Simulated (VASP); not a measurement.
Input of a VASP 6.6.1 run:

INCAR

```
SYSTEM = KMgF3
ALGO = Normal
EDIFF = 1E-6
ENCUT = 520
GGA = PE
ISIF = 2
ISMEAR = 0
LASPH = .TRUE.
LCHARG = .FALSE.
LREAL = .FALSE.
LWAVE = .FALSE.
NBANDS = 24
NELM = 100
PREC = Accurate
SIGMA = 0.05
```

Contents of KPOINTS:

```
k-points
0
G
  6 6 6
  0 0 0
```

The input POSCAR:

```
KMgF3
1.0
    4.3047720000      0.0000000000      0.0000000000
    0.0000000000      4.3047720000      0.0000000000
    0.0000000000      0.0000000000      4.1453360000
K Mg F
1 1 3
Direct
    0.5000000000      0.5000000000      0.5000000000
    0.0000000000      0.0000000000      0.0000000000
    0.5000000000      0.0000000000      0.0000000000
    0.0000000000      0.5000000000      0.0000000000
    0.0000000000      0.0000000000      0.5000000000
```

Potentials or basis: VASP PAW PBE potentials, release 64 (K_sv, Mg, F).

Run with:

```sh
$ cat potpaw_PBE.64/K_sv/POTCAR potpaw_PBE.64/Mg/POTCAR potpaw_PBE.64/F/POTCAR > POTCAR
$ mpirun -np 1 vasp_std > vasp.out
```

Problem. Estimate the pressure.

Solution. -7.2 GPa.

Problem. What does it give for the band gap on the k mesh?

Solution. 5.99 eV (least direct gap 6.28 eV).

Stress tensor (GPa, compression positive):
```
-7.70  0.00  0.00
 0.00 -7.70  0.00
 0.00  0.00 -6.11
```

Caveat: the cell differs from its parent crystal (strain +0.080 along x and y, +0.040 along z); the cell stands under tension. A k mesh can miss the band edges.
